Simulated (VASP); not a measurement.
# ZrS2 (P-3m1) in VASP: a series of runs

Runs on ZrS2. Level: HSE06. Tasks: single point.

All numbers are computed with VASP 6.6.1; they aren't measurements. Logs are shortened: lines on timing, memory, paths and dates and some standing lists are left out, and cuts for length are marked.

## Step 1: The cell of the first run

It takes space group P-3m1 (No. 164, trigonal). Conventional cell: a = 3.674 Å, b = 3.674 Å, c = 5.857 Å, α = 90.00°, β = 90.00°, γ = 120.00°. Zr (site symmetry -3m) has 6 S at 2.57 Å within 3.4 Å. Within 3.4 Å of S (site symmetry 3m) lie 3 Zr at 2.57 Å.

## Step 2: Single point, HSE06

POSCAR

```
ZrS2
1.0
    3.6743619265      0.0000000000      0.0000000000
   -1.8371809632      3.1820907710      0.0000000000
    0.0000000000      0.0000000000      5.8571358122
Zr S
1 2
Direct
    0.0000000000      0.0000000000      0.0000000000
    0.6666666667      0.3333333333      0.7537648226
    0.3333333333      0.6666666667      0.2462351774
```

INCAR.step1

```
ALGO = Normal
EDIFF = 1E-5
ENCUT = 400
GGA = PE
GGA_COMPAT = False
ISIF = 2
ISMEAR = 0
LASPH = True
LCHARG = False
LREAL = False
LWAVE = True
NBANDS = 19
NELM = 120
PREC = Accurate
SIGMA = 0.01
```

INCAR.step2

```
ALGO = Normal
EDIFF = 1E-6
ENCUT = 400
GGA = PE
GGA_COMPAT = False
HFSCREEN = 0.2079
ISIF = 2
ISMEAR = 0
ISTART = 1
LASPH = True
LCHARG = False
LHFCALC = True
LREAL = False
LWAVE = False
NBANDS = 19
NELM = 120
PREC = Accurate
PRECFOCK = Normal
SIGMA = 0.01
```

KPOINTS

```
k-points
0
Gamma
  6 6 4
```

Potentials or basis: VASP PAW PBE potentials, release 64 (Zr_sv, S).

The run is started by

```sh
> cat potpaw_PBE.64/Zr_sv/POTCAR potpaw_PBE.64/S/POTCAR > POTCAR
> cp INCAR.step1 INCAR
> mpirun -np 1 vasp_std > vasp.out
> cp INCAR.step2 INCAR
> mpirun -np 1 vasp_std > vasp.out
```

OUTCAR:

```text
EDIFF = 1E-6
   ENCUT = 400
   GGA = PE
   HFSCREEN = 0.2079
   ISIF = 2
   ISMEAR = 0
   ISTART = 1
   LASPH = True
   LHFCALC = True
   LREAL = False
   NELM = 120
   PREC = Accurate
   PRECFOCK = Normal

 ion  position               nearest neighbor table
   1  0.000  0.000  0.000-   2 2.57   3 2.57   3 2.57   2 2.57   2 2.57   3 2.57
   2  0.667  0.333  0.754-   1 2.57   1 2.57   1 2.57
   3  0.333  0.667  0.246-   1 2.57   1 2.57   1 2.57

  LATTYP: Found a hexagonal cell.
 ALAT       =     3.6743619265
 C/A-ratio  =     1.5940552208

  Lattice vectors:

 A1 = (   3.6743619265,   0.0000000000,   0.0000000000)
 A2 = (  -1.8371809632,   3.1820907710,   0.0000000000)
 A3 = (   0.0000000000,   0.0000000000,   5.8571358122)

Analysis of symmetry for initial positions (statically):
=====================================================================
 Subroutine PRICEL returns:
 Original cell was already a primitive cell.

 Routine SETGRP: Setting up the symmetry group for a
 hexagonal supercell.

 Subroutine GETGRP returns: Found 12 space group operations
 (whereof 12 operations were pure point group operations)
 out of a pool of 24 trial point group operations.

The static configuration has the point symmetry D_3d.

Analysis of symmetry for dynamics (positions and initial velocities):
=====================================================================
 Subroutine PRICEL returns:
 Original cell was already a primitive cell.

 Routine SETGRP: Setting up the symmetry group for a
 hexagonal supercell.

 Subroutine GETGRP returns: Found 12 space group operations
 (whereof 12 operations were pure point group operations)
 out of a pool of 24 trial point group operations.

The dynamic configuration has the point symmetry D_3d.

 Subroutine INISYM returns: Found 12 space group operations
 (whereof 12 operations are pure point group operations),
 and found     1 'primitive' translations

----------------------------------------------------------------------------------------

                                     Primitive cell

  volume of cell :      68.4825

  direct lattice vectors                    reciprocal lattice vectors
     3.674361927  0.000000000  0.000000000     0.272156097  0.157129396  0.000000000
    -1.837180963  3.182090771  0.000000000     0.000000000  0.314258791  0.000000000
     0.000000000  0.000000000  5.857135812     0.000000000  0.000000000  0.170731913

  length of vectors
     3.674361927  3.674361926  5.857135812     0.314258791  0.314258791  0.170731913

  position of ions in fractional coordinates (direct lattice)
     0.000000000  0.000000000  0.000000000
     0.666666667  0.333333333  0.753764823
     0.333333333  0.666666667  0.246235177

  ion indices of the primitive-cell ions
   primitive index   ion index
                 1           1
                 2           2
                 3           3

----------------------------------------------------------------------------------------

 KPOINTS: k-points

Automatic generation of k-mesh.
 Grid dimensions read from file:
 generate k-points for:    6    6    4

 Generating k-lattice:

  Cartesian coordinates                     Fractional coordinates (reciprocal lattice)
     0.045359349  0.026188233  0.000000000     0.166666667 -0.000000000  0.000000000
     0.000000000  0.052376465  0.000000000     0.000000000  0.166666667  0.000000000
     0.000000000  0.000000000  0.042682978     0.000000000  0.000000000  0.250000000

  Length of vectors
     0.052376465  0.052376465  0.042682978

  Shift w.r.t. Gamma in fractional coordinates (k-lattice)
     0.000000000  0.000000000  0.000000000

 Subroutine IBZKPT returns following result:
 ===========================================

 Found     24 irreducible k-points:

 Following reciprocal coordinates:
            Coordinates               Weight
  0.000000  0.000000  0.000000      1.000000
  0.166667 -0.000000  0.000000      6.000000
  0.333333  0.000000  0.000000      6.000000
  0.500000  0.000000  0.000000      3.000000
  0.166667  0.166667  0.000000      6.000000
  0.333333  0.166667  0.000000     12.000000
[... 16 lines left out ...]
  0.333333  0.166667  0.500000     12.000000
  0.333333  0.333333  0.500000      2.000000
   k-points           NKPTS =     24   k-points in BZ     NKDIM =    144   number of bands    NBANDS=     19
   number of dos      NEDOS =    301   number of ions     NIONS =      3
   total plane-waves  NPLWV =  23040
   dimension x,y,z NGX =    24 NGY =   24 NGZ =   40
   dimension x,y,z NGXF=    48 NGYF=   48 NGZF=   80
   ions per type =               1   2
   NGX,Y,Z   is equivalent  to a cutoff of  10.86, 10.86, 11.35 a.u.
   NGXF,Y,Z  is equivalent  to a cutoff of  21.72, 21.72, 22.71 a.u.
 SYSTEM =  unknown system
   PREC   = accura    normal or accurate (medium, high low for compatibility)
   ISTART =      1    job   : 0-new  1-cont  2-samecut
   ICHARG =      0    charge: 1-file 2-atom 10-const
   ISPIN  =      1    spin polarized calculation?
   LNONCOLLINEAR =      F non collinear calculations
   LSORBIT =      F    spin-orbit coupling
   LASPH  =      T    aspherical Exc in radial PAW
   ENCUT  =  400.0 eV  29.40 Ry    5.42 a.u.   5.99  5.99  9.55*2*pi/ulx,y,z
   NELM   =    120;   NELMIN=  2; NELMDL=  0     # of ELM steps
   EDIFF  = 0.1E-05   stopping-criterion for ELM
   LREAL  =      F    real-space projection
   EDIFFG = 0.1E-04   stopping-criterion for IOM
   NSW    =      0    number of steps for IOM
   IBRION =     -1    ionic relax: 0-MD 1-quasi-New 2-CG
   NFREE  =      0    steps in history (QN), initial steepest desc. (CG)
   ISIF   =      2    stress and relaxation
   ISYM   =      3    0-nonsym 1-usesym 2-fastsym
   POTIM  = 0.5000    time-step for ionic-motion
   TEBEG  =    0.0;   TEEND  =   0.0 temperature during run
   PSTRESS=    0.0 pullay stress
   NELECT =      24.0000    total number of electrons
   NUPDOWN=      -1.0000    fix difference up-down
   EMIN   =  10.00;   EMAX   =-10.00  energy-range for DOS
   EFERMI =   0.00;   METHOD = LEGACY
   ISMEAR =     0;   SIGMA  =   0.01  broadening in eV -4-tet -1-fermi 0-gaus
   EFERMI_NEDOS =   21; number of points for ismear=-14 and -15
   IALGO  =     38    algorithm
   IMIX   =      1    mixing-type and parameters
     AMIX     =   0.40;   BMIX     =  1.00
     AMIX_MAG =   1.60;   BMIX_MAG =  1.00
  volume/ion in A,a.u.               =      22.83       154.05
  Fermi-wavevector in a.u.,A,eV,Ry     =   1.154211  2.181143 18.125731  1.332204
  Thomas-Fermi vector in A             =   2.290849
   LORBIT       =      0    0 simple, 1 ext, 2 COOP (PROOUT), +10 PAW based schemes
   GGA     = PE    functional components
   LHFCALC =     T    Hartree Fock is set to
   PRECFOCK=normal    Normal, Fast or Accurate (Low or Medium for compatibility)
   ENCUT4O =  -1.0   cutoff for four orbital integrals eV
   NKREDX  =     1    reduce k-point grid by
   NKREDY  =     1    reduce k-point grid by
   NKREDZ  =     1    reduce k-point grid by
   AEXX    =    0.2500 exact exchange contribution
   HFSCREEN=    0.2079 screening length (either q_TF or 0.3 A-1)
   HFSCREENC=   0.2079 screening length for correlation (either q_TF or 0.3 A-1)
   ENCUTFOCK=  -1.0 apply spherical cutoff to Coloumb kernel
   IVDW    =     0    specifies the selected vdW correction
   LEPSILON=     F    determine dielectric tensor
   LRPA    =     F    only Hartree local field effects (RPA)
 non-spin polarized calculation
 Gauss-broadening in eV      SIGMA  =   0.01
  energy-cutoff  :      400.00
  volume of cell :       68.48
 maximum number of plane-waves:      1254
  NGX = 18; NGY = 18; NGZ = 30

 number of electron      24.0000004 magnetization

 Free energy of the ion-electron system (eV)
  ---------------------------------------------------
  ext. energy  EPLUGINS =         0.00000000
  ---------------------------------------------------
  free energy    TOTEN  =       -25.41834318 eV

  energy without entropy =      -25.41834318  energy(sigma->0) =      -25.41834318

 E-fermi :   4.2878     XC(G=0):  -7.9442

 val. band max:        4.1411125475   @ k =   0.0000   0.0000   0.0000
 cond. band min:       5.8161944616   @ k =   0.5000   0.0000   0.5000
 fundamental gap:      1.6750819141
 Fermi energy:         4.2877815074

 k-point     1 :       0.0000    0.0000    0.0000
  band No.  band energies     occupation
      1     -48.3431      2.00000
      2     -25.0173      2.00000
      3     -24.8355      2.00000
      4     -24.8355      2.00000
      5      -9.9941      2.00000
      6      -8.3175      2.00000
[... 11 lines left out ...]
     18      10.7550      0.00000
     19      10.9538      0.00000

 k-point     2 :       0.1667   -0.0000    0.0000
  band No.  band energies     occupation
      1     -48.3378      2.00000
      2     -25.0009      2.00000
      3     -24.9140      2.00000
      4     -24.8524      2.00000
      5      -9.6883      2.00000
      6      -8.3988      2.00000
[... 11 lines left out ...]
     18      12.0152      0.00000
     19      12.5681      0.00000

 k-point     3 :       0.3333    0.0000    0.0000
  band No.  band energies     occupation
      1     -48.3270      2.00000
      2     -25.0680      2.00000
      3     -24.9670      2.00000
      4     -24.8859      2.00000
      5      -9.0522      2.00000
      6      -8.5121      2.00000
[... 11 lines left out ...]
     18      12.6431      0.00000
     19      13.4400      0.00000

 k-point     4 :       0.5000    0.0000    0.0000
  band No.  band energies     occupation
      1     -48.3216      2.00000
      2     -25.1426      2.00000
      3     -24.9505      2.00000
      4     -24.9025      2.00000
      5      -8.8570      2.00000
      6      -8.3881      2.00000
[... 407 lines left out ...]
     18      13.6509      0.00000
     19      13.6755      0.00000

 k-point    23 :       0.3333    0.1667    0.5000
  band No.  band energies     occupation
      1     -48.3216      2.00000
      2     -25.1023      2.00000
      3     -24.9527      2.00000
      4     -24.9423      2.00000
      5      -8.8122      2.00000
      6      -8.4273      2.00000
[... 11 lines left out ...]
     18      12.2263      0.00000
     19      13.1975      0.00000

 k-point    24 :       0.3333    0.3333    0.5000
  band No.  band energies     occupation
      1     -48.3190      2.00000
      2     -25.0466      2.00000
      3     -25.0466      2.00000
      4     -24.9433      2.00000
      5      -8.5439      2.00000
      6      -8.5439      2.00000
[... 11 lines left out ...]
     18      13.3232      0.00000
     19      13.8574      0.00000

------------------------ aborting loop because EDIFF is reached ----------------------------------------

  FORCE on cell =-STRESS in cart. coord.  units (eV):
  Direction    XX          YY          ZZ          XY          YZ          ZX
  --------------------------------------------------------------------------------------
  -------------------------------------------------------------------------------------
  Total       -0.1082929     -0.1082929      0.1947710     -0.0000000      0.0000000      0.0000000
  in kB       -2.5335567     -2.5335567      4.5567477     -0.0000000      0.0000000      0.0000000
  external PRESSURE =      -0.1701219 kB  Pullay stress =       0.0000000 kB

 VOLUME and BASIS-vectors are now :
 -----------------------------------------------------------------------------
  energy-cutoff  :      400.00
  volume of cell :       68.48
      direct lattice vectors                 reciprocal lattice vectors
     3.674361927  0.000000000  0.000000000     0.272156097  0.157129396  0.000000000
    -1.837180963  3.182090771  0.000000000     0.000000000  0.314258791  0.000000000
     0.000000000  0.000000000  5.857135812     0.000000000  0.000000000  0.170731913

 POSITION                                       TOTAL-FORCE (eV/Angst)
 -----------------------------------------------------------------------------------
      0.00000      0.00000      0.00000        -0.000000      0.000000      0.000000
      1.83718      1.06070      4.41490         0.000000     -0.000000      0.185599
     -0.00000      2.12139      1.44223        -0.000000      0.000000     -0.185599
 -----------------------------------------------------------------------------------
    total drift:                               -0.000000     -0.000000      0.000001

  FREE ENERGIE OF THE ION-ELECTRON SYSTEM (eV)
  ---------------------------------------------------
  free  energy   TOTEN  =       -25.4183431806 eV

  energy  without entropy=      -25.4183431806  energy(sigma->0) =      -25.41834318
```

Run time: 48 min. Hardware: 1 thread of Intel Xeon Platinum 8259CL at 2.50GHz (Skylake/Cascade Lake), shared host; peak memory 0.28 GiB.

Results:

| Property | Result |
| --- | --- |
| Free energy | -25.4183 eV |
| Pressure | 0.0 GPa |
| Largest force | 0.186 eV/Å |
| Band gap on the k mesh | 1.68 eV (least direct gap 2.38 eV) |

Forces in eV/Å, atoms in the order of the input:
```
Zr   0.000  0.000  0.000
S    0.000  0.000  0.186
S    0.000  0.000 -0.186
```

Stress tensor (GPa, compression positive):
```
-0.25  0.00  0.00
 0.00 -0.25  0.00
 0.00  0.00  0.46
```

Levels at points of the mesh, in eV from the valence-band top:
| k point | band 8 | band 9 | band 10 | band 11 | band 12 | band 13 | band 14 | band 15 | band 16 | band 17 |
| --- | --- | --- | --- | --- | --- | --- | --- | --- | --- | --- |
| (0.00, 0.00, 0.00) | -3.20 | -3.20 | -0.19 | -0.19 | 0.00 | 2.38 | 2.38 | 3.29 | 5.84 | 5.84 |
| (0.50, 0.00, 0.00) | -2.98 | -2.83 | -2.75 | -2.11 | -1.49 | 1.84 | 4.28 | 4.58 | 6.77 | 6.94 |
| (0.00, 0.00, 0.50) | -3.15 | -3.15 | -1.98 | -0.34 | -0.34 | 2.34 | 2.34 | 3.64 | 6.28 | 6.28 |
| (0.50, 0.00, 0.50) | -3.70 | -3.01 | -2.56 | -1.19 | -0.93 | 1.68 | 4.26 | 4.58 | 6.21 | 6.60 |

Caveat: the PAW data sets were made with another functional, which shifts forces and pressure a little; this functional lacks dispersion, which binds layers or chains, so the pressure and a relaxed spacing across them are unreliable. A k mesh can miss the band edges.

(Part 1 of 2 ends here.)
